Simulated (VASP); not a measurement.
A run of VASP 6.6.1:

Contents of POSCAR:

```
ScRu3
1.0
   -1.9492590000      1.9492590000      4.0222910000
    1.9492590000     -1.9492590000      4.0222910000
    1.9492590000      1.9492590000     -4.0222910000
Ru Sc
3 1
Direct
    0.5000000000      0.5000000000      0.0000000000
    0.2500000000      0.7500000000      0.5000000000
    0.7500000000      0.2500000000      0.5000000000
    0.0000000000      0.0000000000      0.0000000000
```

Contents of INCAR.step1:

```
SYSTEM = ScRu3
PREC = Accurate ; ENCUT = 520
EDIFF = 1E-6 ; ISMEAR = 1
SIGMA = 0.1 ; LREAL = .False.
LASPH = .True. ; NELM = 100
ALGO = Fast ; ISIF = 2
LWAVE = .False. ; LCHARG = .True.
LMAXMIX = 4 ; GGA = CA
NBANDS = 34
```

File KPOINTS.step1:

```
Automatic mesh
0
Gamma
  10 10 10
  0 0 0
```

File INCAR.step2:

```
SYSTEM = ScRu3
PREC = Accurate ; ENCUT = 520
EDIFF = 1E-6 ; ISMEAR = -5
SIGMA = 0.1 ; LREAL = .False.
LASPH = .True. ; NELM = 100
ALGO = Fast ; ISIF = 2
LWAVE = .False. ; LCHARG = .False.
LMAXMIX = 4 ; GGA = CA
LORBIT = 11 ; NEDOS = 1001
ICHARG = 11
```

The input KPOINTS.step2:

```
Automatic mesh
0
Gamma
  15 15 15
  0 0 0
```

Potentials or basis: VASP PAW LDA potentials, release 64 (Ru_pv, Sc_sv).

Launch:

```bash
$ cat potpaw_LDA.64/Ru_pv/POTCAR potpaw_LDA.64/Sc_sv/POTCAR > POTCAR
$ cp INCAR.step1 INCAR
$ cp KPOINTS.step1 KPOINTS
$ mpirun -np 1 vasp_std > vasp.out
$ cp INCAR.step2 INCAR
$ cp KPOINTS.step2 KPOINTS
$ mpirun -np 1 vasp_std > vasp.out
```

Hardware: 1 thread of Intel(R) Xeon(R) Platinum 8559C (Emerald Rapids), on a shared host.

Question: Estimate the wall time of this run.

Answer: Wall time 7.5 min on 1 thread of Intel(R) Xeon(R) Platinum 8559C (Emerald Rapids), with other jobs on the host, peak memory 0.55 GiB. Counts: k points 288.
